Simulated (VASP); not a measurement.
# SbMo (P6_3/mmc) in VASP: a series of runs

The runs below take SbMo through single point, with PBE, PBEsol.

Program: VASP 6.6.1. These are calculated values, not measurements. Logs are shortened: lines on timing, memory, paths and dates and some standing lists are left out, and cuts for length are marked.

## Step 1: The cell of the first run

Symmetry: P6_3/mmc, No. 194, hexagonal system. The conventional cell has a = 4.256 Å, b = 4.256 Å, c = 5.205 Å, α = 90.00°, β = 90.00°, γ = 120.00°. Mo (site symmetry -3m) has 2 Mo at 2.60 Å and 6 Sb at 2.78 Å within 3.4 Å. Sb (site symmetry -6m2) has 6 Mo at 2.78 Å and 6 Sb at 3.58 Å within 3.7 Å.

## Step 2: Single point, PBE (volume scaled by 0.945)

Input file INCAR:

```
SYSTEM = SbMo
PREC = Accurate
ENCUT = 520
EDIFF = 1E-6
ISMEAR = 0
SIGMA = 0.05
LREAL = .False.
LASPH = .True.
NELM = 60
ALGO = Normal
ISIF = 2
LWAVE = .False.
LCHARG = .False.
GGA = PE
NBANDS = 27
```

Input file KPOINTS:

```
regular mesh
0
Gamma
  10 10 6
  0 0 0
```

Input file POSCAR:

```
SbMo
1.0
    4.2560956301      0.0000000000      0.0000000000
   -2.1280478150      3.6858869366      0.0000000000
    0.0000000000      0.0000000000      5.2050904951
Mo Sb
2 2
Direct
    0.0000000000      0.0000000000      0.0000000000
    0.0000000000      0.0000000000      0.5000000000
    0.3333333333      0.6666666667      0.2500000000
    0.6666666667      0.3333333333      0.7500000000
```

Potentials or basis: VASP PAW PBE potentials, release 64 (Mo_sv, Sb).

Run with:

```bash
$ cat potpaw_PBE.64/Mo_sv/POTCAR potpaw_PBE.64/Sb/POTCAR > POTCAR
$ mpirun -np 1 vasp_std > vasp.out
```

OUTCAR:

```text
SYSTEM = SbMo
   PREC = Accurate
   ENCUT = 520
   EDIFF = 1E-6
   ISMEAR = 0
   LREAL = .False.
   LASPH = .True.
   NELM = 60
   ISIF = 2
   GGA = PE

 ion  position               nearest neighbor table
   1  0.000  0.000  0.000-   2 2.60   2 2.60   4 2.78   3 2.78   3 2.78   4 2.78   4 2.78   3 2.78

   2  0.000  0.000  0.500-   1 2.60   1 2.60   4 2.78   3 2.78   3 2.78   4 2.78   4 2.78   3 2.78

   3  0.333  0.667  0.250-   1 2.78   2 2.78   1 2.78   2 2.78   1 2.78   2 2.78   4 3.58   4 3.58
                             4 3.58   4 3.58   4 3.58   4 3.58
   4  0.667  0.333  0.750-   1 2.78   2 2.78   1 2.78   2 2.78   1 2.78   2 2.78   3 3.58   3 3.58
                             3 3.58   3 3.58   3 3.58   3 3.58

  LATTYP: Found a hexagonal cell.
 ALAT       =     4.2560956301
 C/A-ratio  =     1.2229731067

  Lattice vectors:

 A1 = (   4.2560956301,   0.0000000000,   0.0000000000)
 A2 = (  -2.1280478150,   3.6858869366,   0.0000000000)
 A3 = (   0.0000000000,   0.0000000000,   5.2050904951)

Analysis of symmetry for initial positions (statically):
=====================================================================
 Subroutine PRICEL returns:
 Original cell was already a primitive cell.

 Routine SETGRP: Setting up the symmetry group for a
 hexagonal supercell.

 Subroutine GETGRP returns: Found 24 space group operations
 (whereof 12 operations were pure point group operations)
 out of a pool of 24 trial point group operations.

The static configuration has the point symmetry D_3d.
 The point group associated with its full space group is D_6h.

Analysis of symmetry for dynamics (positions and initial velocities):
=====================================================================
 Subroutine PRICEL returns:
 Original cell was already a primitive cell.

 Routine SETGRP: Setting up the symmetry group for a
 hexagonal supercell.

 Subroutine GETGRP returns: Found 24 space group operations
 (whereof 12 operations were pure point group operations)
 out of a pool of 24 trial point group operations.

The dynamic configuration has the point symmetry D_3d.
 The point group associated with its full space group is D_6h.

 Subroutine INISYM returns: Found 24 space group operations
 (whereof 12 operations are pure point group operations),
 and found     1 'primitive' translations

[... 92 lines left out ...]
   ISPIN  =      1    spin polarized calculation?
   LNONCOLLINEAR =      F non collinear calculations
   LSORBIT =      F    spin-orbit coupling
   LASPH  =      T    aspherical Exc in radial PAW
   ENCUT  =  520.0 eV  38.22 Ry    6.18 a.u.   7.91  7.91  9.68*2*pi/ulx,y,z
   NELM   =     60;   NELMIN=  2; NELMDL= -5     # of ELM steps
   EDIFF  = 0.1E-05   stopping-criterion for ELM
   LREAL  =      F    real-space projection
   EDIFFG = 0.1E-04   stopping-criterion for IOM
   NSW    =      0    number of steps for IOM
   IBRION =     -1    ionic relax: 0-MD 1-quasi-New 2-CG
   NFREE  =      0    steps in history (QN), initial steepest desc. (CG)
   ISIF   =      2    stress and relaxation
   ISYM   =      2    0-nonsym 1-usesym 2-fastsym
   POTIM  = 0.5000    time-step for ionic-motion
   TEBEG  =    0.0;   TEEND  =   0.0 temperature during run
   PSTRESS=    0.0 pullay stress
   NELECT =      38.0000    total number of electrons
   NUPDOWN=      -1.0000    fix difference up-down
   EMIN   =  10.00;   EMAX   =-10.00  energy-range for DOS
   EFERMI =   0.00;   METHOD = LEGACY
   ISMEAR =     0;   SIGMA  =   0.05  broadening in eV -4-tet -1-fermi 0-gaus
   EFERMI_NEDOS =   21; number of points for ismear=-14 and -15
   IALGO  =     38    algorithm
   IMIX   =      4    mixing-type and parameters
     AMIX     =   0.40;   BMIX     =  1.00
     AMIX_MAG =   1.60;   BMIX_MAG =  1.00
  volume/ion in A,a.u.               =      20.41       137.76
  Fermi-wavevector in a.u.,A,eV,Ry     =   1.268651  2.397403 21.898239  1.609475
  Thomas-Fermi vector in A             =   2.401734
   LORBIT       =      0    0 simple, 1 ext, 2 COOP (PROOUT), +10 PAW based schemes
   GGA     = PE    functional components
   LHFCALC =     F    Hartree Fock is set to
   AEXX    =    0.0000 exact exchange contribution
   IVDW    =     0    specifies the selected vdW correction
   LEPSILON=     F    determine dielectric tensor
   LRPA    =     F    only Hartree local field effects (RPA)
 non-spin polarized calculation
 Gauss-broadening in eV      SIGMA  =   0.05
  energy-cutoff  :      520.00
  volume of cell :       81.65
 maximum number of plane-waves:      2216
 NGX is ok and might be reduce to    32
   NGX = 15   NGY = 15   NGZ = 19

 number of electron      37.9999994 magnetization

 Free energy of the ion-electron system (eV)
  ---------------------------------------------------
  ext. energy  EPLUGINS =         0.00000000
  ---------------------------------------------------
  free energy    TOTEN  =       -28.82528329 eV

  energy without entropy =      -28.82289092  energy(sigma->0) =      -28.82408711

 E-fermi :  10.0504     XC(G=0): -11.4990

 val. band max:       10.0340259095   @ k =   0.1000   0.1000   0.0000
 cond. band min:      10.0789157921   @ k =   0.5000   0.0000   0.5000
 fundamental gap:      0.0448898826
 Fermi energy:        10.0504230982

 k-point     1 :       0.0000    0.0000    0.0000
  band No.  band energies     occupation
      1     -50.5628      2.00000
      2     -50.3695      2.00000
      3     -25.3739      2.00000
      4     -24.6945      2.00000
      5     -24.6945      2.00000
      6     -24.5145      2.00000
[... 709 lines left out ...]
     26      15.2379      0.00000
     27      16.6773      0.00000

 [... further k-points ...]
[... 5 lines left out ...]
  --------------------------------------------------------------------------------------
  -------------------------------------------------------------------------------------
  Total        4.2247452      4.2247452      4.3021325      0.0000000      0.0000000      0.0000000
  in kB       82.8952099     82.8952099     84.4136527      0.0000000      0.0000000      0.0000000
  external PRESSURE =      83.4013575 kB  Pullay stress =       0.0000000 kB

 VOLUME and BASIS-vectors are now :
 -----------------------------------------------------------------------------
  energy-cutoff  :      520.00
  volume of cell :       81.65
      direct lattice vectors                 reciprocal lattice vectors
     4.256095630  0.000000000  0.000000000     0.234957127  0.135652560  0.000000000
    -2.128047815  3.685886937  0.000000000     0.000000000  0.271305121  0.000000000
     0.000000000  0.000000000  5.205090495     0.000000000  0.000000000  0.192119618

 POSITION                                       TOTAL-FORCE (eV/Angst)
 -----------------------------------------------------------------------------------
      0.00000      0.00000      0.00000         0.000000     -0.000000     -0.000000
      0.00000      0.00000      2.60255        -0.000000     -0.000000     -0.000000
     -0.00000      2.45726      1.30127         0.000000      0.000000     -0.000000
      2.12805      1.22863      3.90382        -0.000000      0.000000      0.000000
 -----------------------------------------------------------------------------------
    total drift:                                0.000000     -0.000000      0.000000

  FREE ENERGIE OF THE ION-ELECTRON SYSTEM (eV)
  ---------------------------------------------------
  free  energy   TOTEN  =       -28.8252832902 eV

  energy  without entropy=      -28.8228909208  energy(sigma->0) =      -28.82408711
```

Wall time 1.9 min (1 thread of AMD EPYC 7R43 (Zen 3), shared host); peak memory 0.22 GiB.

What came out:

```
Free energy            : -28.8253 eV
Pressure               : 8.3 GPa
Band gap on the k mesh : zero (band 19 reaches 10.90 eV, above the bottom of band 20 at 9.31 eV)
```

Stress tensor (GPa, compression positive):
```
8.29 0.00 0.00
0.00 8.29 0.00
0.00 0.00 8.44
```

Caveat: spin-orbit coupling is left out, which moves the levels of the heavy elements.

## Step 3: Single point, PBE (volume scaled by 0.960)

Input file INCAR:

```
SYSTEM = SbMo
PREC = Accurate ; ENCUT = 520
EDIFF = 1E-6 ; ISMEAR = 0
SIGMA = 0.05 ; LREAL = .False.
LASPH = .True. ; NELM = 80
ALGO = Normal ; ISIF = 2
LWAVE = .False. ; LCHARG = .False.
GGA = PE ; NBANDS = 27
```

KPOINTS is that of step 2.

Input file POSCAR:

```
SbMo
1.0
    4.2841974795      0.0000000000      0.0000000000
   -2.1420987397      3.7102238520      0.0000000000
    0.0000000000      0.0000000000      5.2185698569
Mo Sb
2 2
Direct
    0.0000000000      0.0000000000      0.0000000000
    0.0000000000      0.0000000000      0.5000000000
    0.3333333333      0.6666666667      0.2500000000
    0.6666666667      0.3333333333      0.7500000000
```

Potentials or basis: VASP PAW PBE potentials, release 64 (Mo_sv, Sb).

Run with:

```bash
$ cat potpaw_PBE.64/Mo_sv/POTCAR potpaw_PBE.64/Sb/POTCAR > POTCAR
$ mpirun -np 1 vasp_std > vasp.out
```

Run time: 2 min. Hardware: 1 thread of AMD EPYC 7R43 (Zen 3), shared host; peak memory 0.22 GiB.

It converged, with:

```
Free energy            : -28.8825 eV
Pressure               : 5.8 GPa
Band gap on the k mesh : zero (band 19 reaches 10.66 eV, above the bottom of band 20 at 9.11 eV)
```

Stress tensor (GPa, compression positive):
```
5.78 0.00 0.00
0.00 5.78 0.00
0.00 0.00 5.90
```

Levels at points of the mesh, in eV from the Fermi level:
| k point | band 17 | band 18 | band 19 | band 20 | band 21 | band 22 |
| --- | --- | --- | --- | --- | --- | --- |
| (0.00, 0.00, 0.00) | -0.35 | -0.35 | 0.77 | 0.77 | 2.39 | 2.39 |
| (0.50, 0.00, 0.00) | -1.62 | -1.05 | -0.69 | 0.46 | 1.04 | 2.15 |
| (0.00, 0.00, 0.50) | -0.72 | -0.72 | -0.72 | -0.72 | 0.77 | 0.77 |
| (0.50, 0.00, 0.50) | -0.26 | -0.26 | -0.03 | -0.03 | 0.04 | 0.04 |

Caveat: spin-orbit coupling is left out, which moves the levels of the heavy elements.

(Part 1 of 2 ends here.)
